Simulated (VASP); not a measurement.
Set up this calculation in VASP 6.6.1, as the native input.

```
Task                   : electric field gradients
Functional             : PBEsol
Potentials or basis    : VASP PAW PBE potentials, release 64 (Si, Mo_sv)
Cutoff                 : 520 eV
k mesh                 : 12 × 12 × 16
Occupations            : fermi-dirac, width 0.03 eV
Spin                   : no spin polarisation
Dipole correction      : no
Further INCAR settings : ALGO = Normal; EDIFF = 1e-08; NBANDS = 18; ISYM = 0
```

The structure of Si2Mo lies in POSCAR:

```
Si2Mo
1.0
   -1.6000000000      1.6000000000      3.8518900000
    1.6000000000     -1.6000000000      3.8518900000
    1.6000000000      1.6000000000     -3.8518900000
Si Mo
2 1
Direct
    0.3330000000      0.3330000000      0.0000000000
    0.6670000000      0.6670000000      0.0000000000
    0.0000000000      0.0000000000      0.0000000000
```

This cell differs from its parent crystal: zz strain of -2 %.

One way to write it, as run:

INCAR

```
SYSTEM = Si2Mo
PREC = Accurate
ENCUT = 520
EDIFF = 1E-8
ISMEAR = -1
SIGMA = 0.03
LREAL = .False.
LASPH = .True.
NELM = 60
ALGO = Normal
ISIF = 2
LWAVE = .False.
LCHARG = .False.
GGA = PS
LEFG = .True.
ISYM = 0
NBANDS = 18
```

KPOINTS

```
regular mesh
0
Gamma
  12 12 16
  0 0 0
```

Potentials or basis: VASP PAW PBE potentials, release 64 (Si, Mo_sv).

Run with:

```sh
$ cat potpaw_PBE.64/Si/POTCAR potpaw_PBE.64/Mo_sv/POTCAR > POTCAR
$ mpirun -np 1 vasp_std > vasp.out
```

It gave:

```yaml
Pressure: 2.6 GPa
Largest_force: 0.298 eV/Å
Band_gap_on_the_k_mesh: zero (bands 11 and 12 overlap by 0.99 eV)
Largest_electric_field_gradient_by_atom: Si -16.2; Mo -85.0 V/Å²
```

Caveat: the cell differs from its parent crystal (zz strain of -2 %); the stress differs along the axes, from -0 to 8 GPa; without QUAD_EFG the Cq values of the log hold for a quadrupole moment of 1 mb, not for the nuclei; the PAW data sets were made with another functional, which shifts forces and pressure a little.

Wall time 34 min on 1 thread of Oxide Virtual Turin-like Processor, with other jobs on the host, peak memory 0.8 GiB.
